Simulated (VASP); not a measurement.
Write the native input for VASP 6.6.1 that does the following.

- Task: single point
- Functional: r2SCAN
- Potentials or basis: VASP PAW PBE potentials, release 64 (K_sv)
- Cutoff: 520 eV
- k mesh: 9 × 9 × 9
- Occupations: fermi-dirac, width 0.1 eV
- Spin: no spin polarisation
- Dipole correction: no
- Further INCAR settings: ALGO = Normal; EDIFF = 1e-06; NBANDS = 10

Crystal: K.

```
K
1.0
    -2.59767    2.59767    2.59767
     2.59767   -2.59767    2.59767
     2.59767    2.59767   -2.59767
K
1
Direct
  0.00000 0.00000 0.00000
```

The input as run:

POSCAR

```
K
1.0
   -2.5976661788      2.5976661788      2.5976661788
    2.5976661788     -2.5976661788      2.5976661788
    2.5976661788      2.5976661788     -2.5976661788
K
1
Direct
    0.0000000000      0.0000000000      0.0000000000
```

INCAR.step1

```
ALGO = Normal ; EDIFF = 1E-4
ENCUT = 520 ; GGA = PE
ISMEAR = -1 ; LASPH = True
LCHARG = False ; LREAL = False
LWAVE = True ; NBANDS = 10
NELM = 60 ; PREC = Accurate
SIGMA = 0.1
```

INCAR.step2

```
ALGO = Normal ; EDIFF = 1E-6
ENCUT = 520 ; ISIF = 2
ISMEAR = -1 ; ISTART = 1
LASPH = True ; LCHARG = False
LMIXTAU = True ; LREAL = False
LWAVE = False ; METAGGA = R2SCAN
NBANDS = 10 ; NELM = 60
PREC = Accurate ; SIGMA = 0.1
```

KPOINTS

```
k-points
0
Gamma
  9 9 9
```

Potentials or basis: VASP PAW PBE potentials, release 64 (K_sv).

Run with:

```console
$ cat potpaw_PBE.64/K_sv/POTCAR > POTCAR
$ cp INCAR.step1 INCAR
$ mpirun -np 1 vasp_std > vasp.out
$ cp INCAR.step2 INCAR
$ mpirun -np 1 vasp_std > vasp.out
```

Results of the run:

The pressure is 0.3 GPa.

Caveat: the PAW data sets were made with another functional, which shifts forces and pressure a little.

It took 63 s on 1 thread of Intel(R) Xeon(R) Platinum 8488C (Sapphire Rapids) (shared host), peak memory 0.21 GiB.
